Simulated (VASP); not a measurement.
# Li2B (I4/mcm) in VASP: notebook, part 2 of 2

VASP 6.6.1. Earlier steps stand in the parts before.

## Step 3: Single point, PBE

This run uses another cell than the first one, of 12.83 Å³/atom, 1.166 times its volume.

Contents of INCAR:

```
SYSTEM = Li2B
ALGO = Normal
EDIFF = 1E-7
ENCUT = 520
GGA = PE
ISIF = 2
ISMEAR = 0
LASPH = .True.
LCHARG = .False.
LREAL = .False.
LWAVE = .False.
NBANDS = 18
NELM = 60
PREC = Accurate
SIGMA = 0.1
```

Contents of KPOINTS:

```
k-points
0
Gamma
  6 6 6
  0 0 0
```

Contents of POSCAR:

```
Li2B
1.0
   -2.9049768300      2.9049768300      2.2813512900
    2.9049768300     -2.9049768300      2.2813512900
    2.9049768300      2.9049768300     -2.2813512900
Li B
4 2
Direct
    0.3485988300      0.1514011700      0.5000000000
    0.8485988300      0.3485988300      0.1971976600
    0.6514011700      0.8485988300      0.5000000000
    0.1514011700      0.6514011700      0.8028023400
    0.2500000000      0.2500000000      0.0000000000
    0.7500000000      0.7500000000      0.0000000000
```

Potentials or basis: VASP PAW PBE potentials, release 64 (Li_sv, B).

Started as:

```bash
$ cat potpaw_PBE.64/Li_sv/POTCAR potpaw_PBE.64/B/POTCAR > POTCAR
$ mpirun -np 1 vasp_std > vasp.out
```

Wall time 18 s (1 thread of Intel Xeon 6975P-C (Granite Rapids), shared host); peak memory 0.2 GiB.

The run converged. Its results:

```
Free energy            : -18.3054 eV
Largest force          : 0.898 eV/Å
Band gap on the k mesh : zero (band 9 reaches 2.40 eV, above the bottom of band 10 at 1.25 eV)
```

Forces in eV/Å, atoms in the order of the input:
```
Li   0.635 -0.635  0.000
Li  -0.635 -0.635  0.000
Li  -0.635  0.635  0.000
Li   0.635  0.635  0.000
B    0.000  0.000  0.000
B    0.000  0.000  0.000
```

Levels at points of the mesh, in eV from the Fermi level:
```
           k point  band 5  band 6  band 7  band 8  band 9  band 10  band 11  band 12  band 13  band 14
(0.00, 0.00, 0.00)   -8.08   -2.29   -1.19   -1.19   -1.18     0.66     1.20     1.20     2.66     4.07
(0.50, 0.00, 0.00)   -6.38   -6.38   -1.31   -1.31   -0.66    -0.66     2.92     2.92     4.39     4.39
(0.50, 0.50, 0.00)   -7.74   -3.43   -2.39   -1.96   -0.86     0.21     2.03     3.51     4.16     5.11
(0.50, 0.50, 0.50)   -7.41   -2.92   -2.66   -2.66   -2.41    -0.72     3.15     3.15     5.34     7.16
```

Caveat: the cutoff is under 1.25 times the usual one of these potentials, so pressure, stress and relaxed cells hold a basis-set (Pulay) error.

## Step 4: Relaxation of cell and atoms, PBE

This run uses another cell than the first one, of 12.83 Å³/atom, 1.166 times its volume.

Contents of INCAR:

```
SYSTEM = Li2B
  ALGO = Normal
  EDIFF = 1E-6
  EDIFFG = -0.04
  ENCUT = 600
  GGA = PE
  IBRION = 2
  ISIF = 3
  ISMEAR = 0
  LASPH = .TRUE.
  LCHARG = .FALSE.
  LREAL = .FALSE.
  LWAVE = .FALSE.
  NELM = 100
  NSW = 90
  PREC = Accurate
  SIGMA = 0.1
```

Contents of KPOINTS:

```
k-points
0
G
  6 6 6
  0 0 0
```

POSCAR is that of step 3.

Potentials or basis: VASP PAW PBE potentials, release 64 (Li_sv, B).

Started as:

```bash
$ cat potpaw_PBE.64/Li_sv/POTCAR potpaw_PBE.64/B/POTCAR > POTCAR
$ mpirun -np 1 vasp_std > vasp.out
```

OUTCAR:

```text
SYSTEM = Li2B
   EDIFF = 1E-6
   EDIFFG = -0.04
   ENCUT = 600
   GGA = PE
   IBRION = 2
   ISIF = 3
   ISMEAR = 0
   LASPH = .TRUE.
   LREAL = .FALSE.
   NELM = 100
   NSW = 90
   PREC = Accurate

 ion  position               nearest neighbor table
   1  0.349  0.151  0.500-   3 2.49
   2  0.849  0.349  0.197-   4 2.49
   3  0.651  0.849  0.500-   1 2.49
   4  0.151  0.651  0.803-   2 2.49
   5  0.250  0.250  0.000-
   6  0.750  0.750  0.000-

  LATTYP: Found a body centered tetragonal cell.
 ALAT       =     5.8099536600
 C/A-ratio  =     0.7853251243

  Lattice vectors:

 A1 = (  -2.9049768300,   2.9049768300,   2.2813512900)
 A2 = (   2.9049768300,  -2.9049768300,   2.2813512900)
 A3 = (   2.9049768300,   2.9049768300,  -2.2813512900)
[... 697 lines left out ...]

[... ionic steps 4 to 13 ...]

--------------------------------------- Ionic step       14  -------------------------------------------

 number of electron      17.9999990 magnetization

------------------------ aborting loop because EDIFF is reached ----------------------------------------
[... 75 lines left out ...]
--------------------------------------- Ionic step       16  -------------------------------------------

 number of electron      18.0000001 magnetization

 Free energy of the ion-electron system (eV)
  ---------------------------------------------------
  ext. energy  EPLUGINS =         0.00000000
  ---------------------------------------------------
  free energy    TOTEN  =       -20.79512832 eV

  energy without entropy =      -20.78809643  energy(sigma->0) =      -20.79161238

 E-fermi :   3.1071     XC(G=0):  -9.1086

 val. band max:        3.0527328327   @ k =   0.5000   0.1667   0.0000
 cond. band min:       3.1865538606   @ k =   0.5000   0.3333   0.0000
 fundamental gap:      0.1338210279
 Fermi energy:         3.1070781881

 k-point     1 :       0.0000    0.0000    0.0000
  band No.  band energies     occupation
      1     -43.1172      2.00000
      2     -43.0433      2.00000
      3     -42.9650      2.00000
      4     -42.9650      2.00000
      5      -6.8998      2.00000
      6      -0.4358      2.00000
      7      -0.4003      2.00000
      8      -0.4003      2.00000
      9       2.0792      2.00000
     10       4.7886      0.00000
     11       8.0259      0.00000
     12       8.2171      0.00000
     13       8.6636      0.00000
[... 401 lines left out ...]
  FREE ENERGIE OF THE ION-ELECTRON SYSTEM (eV)
  ---------------------------------------------------
  free  energy   TOTEN  =       -20.7951283237 eV

  energy  without entropy=      -20.7880964327  energy(sigma->0) =      -20.79161238

 reached required accuracy - stopping structural energy minimisation
```

OSZICAR:

```text
N       E                     dE             d eps       ncg     rms          rms(c)
DAV:   1     0.665386421693E+02    0.66539E+02   -0.91792E+03   780   0.155E+03
DAV:   2    -0.372659449291E+01   -0.70265E+02   -0.68022E+02   900   0.294E+02
DAV:   3    -0.179920376830E+02   -0.14265E+02   -0.14176E+02  1495   0.711E+01
DAV:   4    -0.186182498824E+02   -0.62621E+00   -0.62488E+00   945   0.246E+01
[... 152 lines left out ...]
DAV:   2    -0.207951812537E+02   -0.53998E-03   -0.67612E-03   886   0.731E-01    0.891E-02
DAV:   3    -0.207951334912E+02    0.47763E-04   -0.46638E-04  1177   0.159E-01    0.921E-03
DAV:   4    -0.207951307778E+02    0.27133E-05   -0.78318E-05  1009   0.543E-02    0.139E-02
DAV:   5    -0.207951286557E+02    0.21221E-05   -0.57480E-06  1064   0.168E-02    0.114E-03
DAV:   6    -0.207951283237E+02    0.33203E-06   -0.74067E-07   525   0.698E-03
  16 F= -.20795128E+02 E0= -.20791612E+02  d E =-.117742E-01
```

CONTCAR:

```text
Li2B
   1.00000000000000
    -3.1597689359681649    3.1597689359681649    1.6358659471391797
     3.1597689359681649   -3.1597689359681649    1.6358659471391797
     3.1597689359681649    3.1597689359681649   -1.6358659471391797
  Li              B
     4     2
Direct
     0.3401825682966180    0.1598174317033820    0.5000000000000000
     0.8401825682966181    0.3401825682966180    0.1803651365932361
     0.6598174317033819    0.8401825682966181    0.5000000000000000
     0.1598174317033820    0.6598174317033819    0.8196348634067639
     0.2500000000000000    0.2500000000000000    0.0000000000000000
     0.7500000000000000    0.7500000000000000    0.0000000000000000

  0.00000000E+00  0.00000000E+00  0.00000000E+00
  0.00000000E+00  0.00000000E+00  0.00000000E+00
  0.00000000E+00  0.00000000E+00  0.00000000E+00
  0.00000000E+00  0.00000000E+00  0.00000000E+00
  0.00000000E+00  0.00000000E+00  0.00000000E+00
  0.00000000E+00  0.00000000E+00  0.00000000E+00
```

Wall time 3.5 min (1 thread of Intel Xeon 6975P-C (Granite Rapids), shared host); peak memory 0.24 GiB.

Results:

```
Free energy                            : -20.7951 eV
Relaxed volume                         : 10.89 Å³/atom
Relaxed cell                           : a = 4.759 Å, b = 4.759 Å, c = 4.759 Å, α = 96.79°, β = 96.79°, γ = 139.79°
Space group after relaxing (to 0.05 Å) : I4/mcm (No. 140)
Energy gained by relaxing              : 414.9 meV/atom
Ionic steps                            : 16
Pressure after relaxing                : 0.3 GPa
Largest force after relaxing           : 0.016 eV/Å
Band gap on the k mesh                 : zero (band 9 reaches 3.56 eV, above the bottom of band 10 at 2.10 eV)
```

Forces in eV/Å, atoms in the order of the input:
```
Li  -0.011  0.011  0.000
Li   0.011  0.011  0.000
Li   0.011 -0.011  0.000
Li  -0.011 -0.011  0.000
B    0.000  0.000  0.000
B    0.000  0.000  0.000
```

The path:
```
step  energy change (eV)  largest force (eV/Å)  pressure (GPa)  volume (Å³)
   1              0.0000                0.8981           -7.78        77.01
   2             -0.5975                0.6487           -5.87        70.22
   3             -1.1803                0.2417           -0.79        61.57
   4             -0.6185                1.3408           32.84        45.88
   5             -1.3699                0.0022            2.65        57.82
   6             -1.4185                0.3899            9.76        53.42
   7             -1.4279                0.2093            6.69        55.19
   8             -1.9016                0.6976           10.19        54.30
   9             -1.9188                0.8033           11.87        54.04
  10             -2.3430                0.5591            4.36        60.60
  11             -2.4270                0.4470            1.67        64.55
  12             -2.4335                0.4190            0.99        65.81
  13             -2.4773                0.1540           -1.01        66.37
  14             -2.4774                0.1683           -0.90        66.34
  15             -2.4885                0.0534            0.01        65.57
  16             -2.4892                0.0157            0.30        65.33
```

Final structure:
```cif
data_structure
_symmetry_space_group_name_H-M 'P 1'
_symmetry_Int_Tables_number 1
_cell_length_a 4.7586
_cell_length_b 4.7586
_cell_length_c 4.7586
_cell_angle_alpha 96.787
_cell_angle_beta 96.787
_cell_angle_gamma 139.787
_cell_volume 65.33
loop_
_atom_site_label
_atom_site_type_symbol
_atom_site_fract_x
_atom_site_fract_y
_atom_site_fract_z
_atom_site_occupancy
Li1 Li 0.34018 0.15982 0.50000 1
Li2 Li 0.84018 0.34018 0.18037 1
Li3 Li 0.65982 0.84018 0.50000 1
Li4 Li 0.15982 0.65982 0.81963 1
B1 B 0.25000 0.25000 0.00000 1
B2 B 0.75000 0.75000 0.00000 1
```

Caveat: the cutoff is under 1.25 times the usual one of these potentials, so pressure, stress and relaxed cells hold a basis-set (Pulay) error; the volume moved by over 15 % at a fixed basis, so the end points are rough.

## Step 5: The runs side by side

| task | cell | cutoff (eV) | gap on the mesh (eV) | largest force (eV/Å) |
| --- | --- | --- | --- | --- |
| single point | a = 4.781 Å, angles 96.7, 96.7, 140.0°, 6 atoms | 520 | none | 0.04 |
| single point | a = 4.699 Å, angles 103.6, 103.6, 121.9°, 6 atoms | 520 | none | 0.90 |
| relaxation of cell and atoms | relaxed from a = 4.699 Å, angles 103.6, 103.6, 121.9°, 6 atoms | 600 | none | 0.02 |

Alike in all rows: level PBE; potentials or basis VASP PAW PBE potentials, release 64 (Li_sv, B); no spin polarisation; k mesh 6 × 6 × 6; smearing gaussian 0.1 eV.

Caveats: some runs use coarse meshes; the cutoff is under 1.25 times the usual one of these potentials, so pressure, stress and relaxed cells hold a basis-set (Pulay) error; the volume moved by over 15 % at a fixed basis, so the end points are rough (some runs).

Total energies depend on the potentials used, so only differences within one code and one set of settings carry meaning.
